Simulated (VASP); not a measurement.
# Zn (Cmcm) in VASP: further runs

Zn is run at these levels: PBEsol; tasks: single point.

Program: VASP 6.6.1. These are calculated values, not measurements. Logs are shortened: lines on timing, memory, paths and dates and some standing lists are left out, and cuts for length are marked.

## Step 1: The cell of the first run

Symmetry: Cmcm, No. 63, orthorhombic system. Conventional cell: a = 2.665 Å, b = 4.685 Å, c = 4.947 Å, α = 90.00°, β = 90.00°, γ = 90.00°. Within 3.5 Å of Zn (site symmetry m2m) lie 12 Zn at 2.66 to 2.93 Å.

## Step 2: Single point, PBEsol (strain +0.0150 x Voigt [0, 1, 0, 0, 0, 0])

The input, INCAR:

```
SYSTEM = Zn
PREC = Accurate
ENCUT = 520
EDIFF = 1E-7
ISMEAR = 0
SIGMA = 0.15
LREAL = .FALSE.
LASPH = .TRUE.
NELM = 60
ALGO = Fast
ISIF = 2
LWAVE = .FALSE.
LCHARG = .FALSE.
GGA = PS
NBANDS = 19
```

The input, KPOINTS:

```
Automatic mesh
0
G
  24 24 10
  0 0 0
```

The input, POSCAR:

```
Zn
1.0
    2.6647980532      0.0000000000      0.0000000000
   -1.3323990266      2.3423995522      0.0000000000
    0.0000000000      0.0000000000      4.9467000000
Zn
2
Direct
    0.3333333333      0.6666666667      0.2500000000
    0.6666666667      0.3333333333      0.7500000000
```

Potentials or basis: VASP PAW PBE potentials, release 64 (Zn).

On the command line:

```
$ cat potpaw_PBE.64/Zn/POTCAR > POTCAR
$ mpirun -np 1 vasp_std > vasp.out
```

OUTCAR:

```text
SYSTEM = Zn
   PREC = Accurate
   ENCUT = 520
   EDIFF = 1E-7
   ISMEAR = 0
   LREAL = .FALSE.
   LASPH = .TRUE.
   NELM = 60
   ISIF = 2
   GGA = PS

 ion  position               nearest neighbor table
   1  0.333  0.667  0.250-   2 2.92   2 2.92   2 2.92   2 2.92   2 2.93   2 2.93
   2  0.667  0.333  0.750-   1 2.92   1 2.92   1 2.92   1 2.92   1 2.93   1 2.93

  LATTYP: Found a base centered orthorhombic cell.
 ALAT       =     2.6647980532
 B/A-ratio  =     1.7580315697
 C/A-ratio  =     1.8563132745

  Lattice vectors:

 A1 = (   1.3323990266,  -2.3423995522,   0.0000000000)
 A2 = (   1.3323990266,   2.3423995522,   0.0000000000)
 A3 = (   0.0000000000,   0.0000000000,   4.9467000000)

Analysis of symmetry for initial positions (statically):
=====================================================================
 Subroutine PRICEL returns:
 Original cell was already a primitive cell.

 Routine SETGRP: Setting up the symmetry group for a
 base centered orthorhombic supercell.

 Subroutine GETGRP returns: Found  8 space group operations
 (whereof  4 operations were pure point group operations)
 out of a pool of  8 trial point group operations.

The static configuration has the point symmetry C_2h.
 The point group associated with its full space group is D_2h.

Analysis of symmetry for dynamics (positions and initial velocities):
=====================================================================
 Subroutine PRICEL returns:
 Original cell was already a primitive cell.

 Routine SETGRP: Setting up the symmetry group for a
 base centered orthorhombic supercell.

 Subroutine GETGRP returns: Found  8 space group operations
 (whereof  4 operations were pure point group operations)
 out of a pool of  8 trial point group operations.

The dynamic configuration has the point symmetry C_2h.
 The point group associated with its full space group is D_2h.

 Subroutine INISYM returns: Found  8 space group operations
 (whereof  4 operations are pure point group operations),
 and found     1 'primitive' translations

----------------------------------------------------------------------------------------

                                     Primitive cell

  volume of cell :      30.8774

  direct lattice vectors                    reciprocal lattice vectors
     2.664798053  0.000000000  0.000000000     0.375262958  0.213456325  0.000000000
    -1.332399027  2.342399552  0.000000000     0.000000000  0.426912650  0.000000000
     0.000000000  0.000000000  4.946700000     0.000000000  0.000000000  0.202154972

  length of vectors
     2.664798053  2.694832616  4.946700000     0.431724322  0.426912650  0.202154972

  position of ions in fractional coordinates (direct lattice)
     0.333333333  0.666666667  0.250000000
     0.666666667  0.333333333  0.750000000

  ion indices of the primitive-cell ions
   primitive index   ion index
                 1           1
                 2           2

----------------------------------------------------------------------------------------

 KPOINTS: Automatic mesh

Automatic generation of k-mesh.
 Grid dimensions read from file:
 generate k-points for:   24   24   10

 Generating k-lattice:

  Cartesian coordinates                     Fractional coordinates (reciprocal lattice)
     0.015635957  0.008894014  0.000000000     0.041666667  0.000000000  0.000000000
     0.000000000  0.017788027  0.000000000     0.000000000  0.041666667  0.000000000
     0.000000000  0.000000000  0.020215497     0.000000000  0.000000000  0.100000000

  Length of vectors
     0.017988513  0.017788027  0.020215497

  Shift w.r.t. Gamma in fractional coordinates (k-lattice)
     0.000000000  0.000000000  0.000000000

 Subroutine IBZKPT returns following result:
 ===========================================

 Found    942 irreducible k-points:

 Following reciprocal coordinates:
            Coordinates               Weight
  0.000000  0.000000  0.000000      1.000000
  0.041667  0.000000  0.000000      4.000000
  0.083333  0.000000  0.000000      4.000000
  0.125000  0.000000  0.000000      4.000000
  0.166667 -0.000000  0.000000      4.000000
  0.208333  0.000000  0.000000      4.000000
[... 16 lines left out ...]
  0.375000  0.041667  0.000000      4.000000
  0.416667  0.041667  0.000000      4.000000
 [... further k-points ...]
   k-points           NKPTS =    942   k-points in BZ     NKDIM =    942   number of bands    NBANDS=     19
   number of dos      NEDOS =    301   number of ions     NIONS =      2
   total plane-waves  NPLWV =  16000
   dimension x,y,z NGX =    20 NGY =   20 NGZ =   40
   dimension x,y,z NGXF=    40 NGYF=   40 NGZF=   80
   ions per type =               2
   NGX,Y,Z   is equivalent  to a cutoff of  12.48, 12.34, 13.44 a.u.
   NGXF,Y,Z  is equivalent  to a cutoff of  24.95, 24.68, 26.89 a.u.
 SYSTEM =  Zn
   PREC   = accura    normal or accurate (medium, high low for compatibility)
   ISTART =      0    job   : 0-new  1-cont  2-samecut
   ICHARG =      2    charge: 1-file 2-atom 10-const
   ISPIN  =      1    spin polarized calculation?
   LNONCOLLINEAR =      F non collinear calculations
   LSORBIT =      F    spin-orbit coupling
   LASPH  =      T    aspherical Exc in radial PAW
   ENCUT  =  520.0 eV  38.22 Ry    6.18 a.u.   4.95  5.01  9.20*2*pi/ulx,y,z
   NELM   =     60;   NELMIN=  2; NELMDL= -5     # of ELM steps
   EDIFF  = 0.1E-06   stopping-criterion for ELM
   LREAL  =      F    real-space projection
   EDIFFG = 0.1E-05   stopping-criterion for IOM
   NSW    =      0    number of steps for IOM
   IBRION =     -1    ionic relax: 0-MD 1-quasi-New 2-CG
   NFREE  =      0    steps in history (QN), initial steepest desc. (CG)
   ISIF   =      2    stress and relaxation
   ISYM   =      2    0-nonsym 1-usesym 2-fastsym
   POTIM  = 0.5000    time-step for ionic-motion
   TEBEG  =    0.0;   TEEND  =   0.0 temperature during run
   PSTRESS=    0.0 pullay stress
   NELECT =      24.0000    total number of electrons
   NUPDOWN=      -1.0000    fix difference up-down
   EMIN   =  10.00;   EMAX   =-10.00  energy-range for DOS
   EFERMI =   0.00;   METHOD = LEGACY
   ISMEAR =     0;   SIGMA  =   0.15  broadening in eV -4-tet -1-fermi 0-gaus
   EFERMI_NEDOS =   21; number of points for ismear=-14 and -15
   IALGO  =     68    algorithm
   IMIX   =      4    mixing-type and parameters
     AMIX     =   0.40;   BMIX     =  1.00
     AMIX_MAG =   1.60;   BMIX_MAG =  1.00
  volume/ion in A,a.u.               =      15.44       104.19
  Fermi-wavevector in a.u.,A,eV,Ry     =   1.505214  2.844442 30.826307  2.265670
  Thomas-Fermi vector in A             =   2.616092
   LORBIT       =      0    0 simple, 1 ext, 2 COOP (PROOUT), +10 PAW based schemes
   GGA     = PS    functional components
   LHFCALC =     F    Hartree Fock is set to
   AEXX    =    0.0000 exact exchange contribution
   IVDW    =     0    specifies the selected vdW correction
   LEPSILON=     F    determine dielectric tensor
   LRPA    =     F    only Hartree local field effects (RPA)
 non-spin polarized calculation
 RMM-DIIS sequential band-by-band and
 Gauss-broadening in eV      SIGMA  =   0.15
  energy-cutoff  :      520.00
  volume of cell :       30.88
 maximum number of plane-waves:       856
   NGX =  9   NGY =  9   NGZ = 19

 number of electron      24.0000002 magnetization

 Free energy of the ion-electron system (eV)
  ---------------------------------------------------
  ext. energy  EPLUGINS =         0.00000000
  ---------------------------------------------------
  free energy    TOTEN  =        -3.12084936 eV

  energy without entropy =       -3.11596065  energy(sigma->0) =       -3.11840500

 E-fermi :   2.8531     XC(G=0): -11.6234

 val. band max:        2.8499437409   @ k =   0.0833   0.4583   0.5000
 cond. band min:       2.8545512330   @ k =   0.3750   0.2917   0.1000
 fundamental gap:      0.0046074920
 Fermi energy:         2.8531477047

 k-point     1 :       0.0000    0.0000    0.0000
  band No.  band energies     occupation
      1      -7.4607      2.00000
      2      -5.6678      2.00000
      3      -4.9881      2.00000
      4      -4.8029      2.00000
      5      -4.7505      2.00000
      6      -4.7418      2.00000
[... 11 lines left out ...]
     18      21.3022      0.00000
     19      21.8502      0.00000

 k-point     2 :       0.0417    0.0000    0.0000
  band No.  band energies     occupation
      1      -7.4095      2.00000
      2      -5.6456      2.00000
      3      -4.9828      2.00000
      4      -4.7958      2.00000
      5      -4.7442      2.00000
      6      -4.7422      2.00000
[... 11 lines left out ...]
     18      20.9994      0.00000
     19      21.9038      0.00000

 k-point     3 :       0.0833    0.0000    0.0000
  band No.  band energies     occupation
      1      -7.2568      2.00000
      2      -5.5821      2.00000
      3      -4.9687      2.00000
      4      -4.7880      2.00000
      5      -4.7402      2.00000
      6      -4.7277      2.00000
[... 11 lines left out ...]
     18      20.6295      0.00000
     19      22.5501      0.00000

 k-point     4 :       0.1250    0.0000    0.0000
  band No.  band energies     occupation
      1      -7.0061      2.00000
      2      -5.4877      2.00000
      3      -4.9526      2.00000
      4      -4.7959      2.00000
      5      -4.7472      2.00000
      6      -4.6789      2.00000
[... 407 lines left out ...]
     18      17.8522      0.00000
     19      18.0907      0.00000

 k-point    23 :       0.3750    0.0417    0.0000
  band No.  band energies     occupation
      1      -5.4260      2.00000
      2      -5.3487      2.00000
      3      -5.1848      2.00000
      4      -4.7330      2.00000
      5      -4.6704      2.00000
      6      -4.6327      2.00000
[... 11 lines left out ...]
     18      17.6232      0.00000
     19      17.7406      0.00000

 k-point    24 :       0.4167    0.0417    0.0000
  band No.  band energies     occupation
      1      -5.4502      2.00000
      2      -5.3653      2.00000
      3      -5.2251      2.00000
      4      -4.7581      2.00000
      5      -4.6475      2.00000
      6      -4.6349      2.00000
[... 11 lines left out ...]
     18      17.4658      0.00000
     19      17.5058      0.00000

 [... further k-points ...]

------------------------ aborting loop because EDIFF is reached ----------------------------------------

  FORCE on cell =-STRESS in cart. coord.  units (eV):
  Direction    XX          YY          ZZ          XY          YZ          ZX
  --------------------------------------------------------------------------------------
  -------------------------------------------------------------------------------------
  Total       -1.2192151     -1.5012854     -0.7686322      0.0000000      0.0000000      0.0000000
  in kB      -63.2630415    -77.8991966    -39.8830422      0.0000000      0.0000000      0.0000000
  external PRESSURE =     -60.3484268 kB  Pullay stress =       0.0000000 kB

 VOLUME and BASIS-vectors are now :
 -----------------------------------------------------------------------------
  energy-cutoff  :      520.00
  volume of cell :       30.88
      direct lattice vectors                 reciprocal lattice vectors
     2.664798053  0.000000000  0.000000000     0.375262958  0.213456325  0.000000000
    -1.332399027  2.342399552  0.000000000     0.000000000  0.426912650  0.000000000
     0.000000000  0.000000000  4.946700000     0.000000000  0.000000000  0.202154972

 POSITION                                       TOTAL-FORCE (eV/Angst)
 -----------------------------------------------------------------------------------
     -0.00000      1.56160      1.23667        -0.000000     -0.007951      0.000000
      1.33240      0.78080      3.71002         0.000000      0.007951     -0.000000
 -----------------------------------------------------------------------------------
    total drift:                                0.000000     -0.000000      0.000000

  FREE ENERGIE OF THE ION-ELECTRON SYSTEM (eV)
  ---------------------------------------------------
  free  energy   TOTEN  =        -3.1208493568 eV

  energy  without entropy=       -3.1159606486  energy(sigma->0) =       -3.11840500
```

It took 6.7 min on 1 thread of Intel Xeon 8259CL, shared host; peak memory 0.52 GiB.

Results:

```
Free energy            : -3.1208 eV
Pressure               : -6.0 GPa
Largest force          : 0.008 eV/Å
Band gap on the k mesh : zero (bands 12 and 13 overlap by 4.47 eV)
```

Forces on the atoms (eV/Å):
```
Zn   0.000 -0.008  0.000
Zn   0.000  0.008  0.000
```

Caveat: the cell differs from its parent crystal (strain +0.0150 x Voigt [0, 1, 0, 0, 0, 0]); the cell stands under tension; the PAW data sets were made with another functional, which shifts forces and pressure a little.

## Step 3: Single point, PBEsol (strain +0.0300 x Voigt [0, 1, 0, 0, 0, 0])

The input, INCAR:

```
SYSTEM = Zn
PREC = Accurate ; ENCUT = 520
EDIFF = 1E-7 ; ISMEAR = 0
SIGMA = 0.15 ; LREAL = .False.
LASPH = .True. ; NELM = 60
ALGO = Fast ; ISIF = 2
LWAVE = .False. ; LCHARG = .False.
GGA = PS ; NBANDS = 19
```

The input, KPOINTS:

```
regular mesh
0
Gamma
  24 24 10
  0 0 0
```

The input, POSCAR:

```
Zn
1.0
    2.6647980532      0.0000000000      0.0000000000
   -1.3323990266      2.3770162943      0.0000000000
    0.0000000000      0.0000000000      4.9467000000
Zn
2
Direct
    0.3333333333      0.6666666667      0.2500000000
    0.6666666667      0.3333333333      0.7500000000
```

Potentials or basis: VASP PAW PBE potentials, release 64 (Zn).

On the command line:

```
$ cat potpaw_PBE.64/Zn/POTCAR > POTCAR
$ mpirun -np 1 vasp_std > vasp.out
```

Run time: 6.4 min. Hardware: 1 thread of Intel Xeon 8259CL, shared host; peak memory 0.52 GiB.

It converged, with:

| Item | Value |
| --- | --- |
| Free energy | -3.0972 eV |
| Pressure | -6.6 GPa |
| Largest force | 0.022 eV/Å |
| Band gap on the k mesh | zero (bands 12 and 13 overlap by 4.47 eV) |

Forces on the atoms (eV/Å):
```
Zn   0.000 -0.022  0.000
Zn   0.000  0.022  0.000
```

Stress tensor (GPa, compression positive):
```
-6.44  0.00  0.00
 0.00 -8.47  0.00
 0.00  0.00 -4.86
```

Levels at points of the mesh, in eV from the Fermi level:
```tsv
k point	band 9	band 10	band 11	band 12	band 13	band 14	band 15	band 16
(0.00, 0.00, 0.00)	-7.22	-7.03	-7.01	-3.45	-2.90	13.81	16.17	17.09
(0.50, 0.00, 0.00)	-6.86	-6.84	-2.74	-2.13	2.72	3.60	4.10	5.73
(0.00, 0.50, 0.00)	-6.88	-6.86	-2.97	-2.47	2.44	3.24	3.70	5.46
(0.00, 0.00, 0.50)	-7.12	-7.12	-7.10	-7.10	4.75	4.75	17.40	17.40
(0.50, 0.00, 0.50)	-6.85	-6.85	-1.74	-1.74	0.11	0.11	10.19	10.19
(0.00, 0.50, 0.50)	-6.87	-6.87	-1.97	-1.97	-0.29	-0.29	9.90	9.90
```

Caveat: the cell differs from its parent crystal (strain +0.0300 x Voigt [0, 1, 0, 0, 0, 0]); the cell stands under tension; the PAW data sets were made with another functional, which shifts forces and pressure a little.
